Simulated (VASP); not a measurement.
AlN, 2 atoms in the cell. The structure is trigonal, space group R3m (No. 160). The conventional cell has a = 3.213 Å, b = 3.213 Å, c = 7.471 Å, α = 90.00°, β = 90.00°, γ = 120.00°. Al (site symmetry 3m) has 4 N at 1.90 to 1.95 Å within 2.5 Å. N (site symmetry 3m) has 4 Al at 1.90 to 1.95 Å within 2.5 Å. 

* Program: VASP 6.6.1
* Task: G0W0 quasiparticle levels
* Functional: PBE
* Potentials or basis: VASP PAW PBE potentials, release 64 (Al_GW, N_GW)
* Cutoff: 500 eV
* k mesh: 6 × 6 × 6
* Occupations: gaussian, width 0.01 eV
* Spin: no spin polarisation
* Dipole correction: no
* GW scheme: G0W0
* GW iterations: 1
* Cutoff of the response function: 150
* Frequency points: 96
* Empty bands: 92
* Further INCAR settings: ALGO = EVGW0; EDIFF = 1e-08; NBANDS = 96

Potentials or basis: VASP PAW PBE potentials, release 64 (Al_GW, N_GW).

Command:

```console
$ cat potpaw_PBE.64/Al_GW/POTCAR potpaw_PBE.64/N_GW/POTCAR > POTCAR
$ cp INCAR.step1 INCAR
$ mpirun -np 1 vasp_std > vasp.out
$ cp INCAR.step2 INCAR
$ mpirun -np 1 vasp_std > vasp.out
$ cp INCAR.step3 INCAR
$ mpirun -np 1 vasp_std > vasp.out
```

Hardware: 1 thread of Intel(R) Xeon(R) Platinum 8259CL CPU @ 2.50GHz (Skylake/Cascade Lake), with other jobs on the host.

Q: How long does it take, and how much memory?

A: It took 9.7 min on 1 thread of Intel(R) Xeon(R) Platinum 8259CL CPU @ 2.50GHz (Skylake/Cascade Lake) (shared host), peak memory 0.49 GiB. Counts: k points 32.
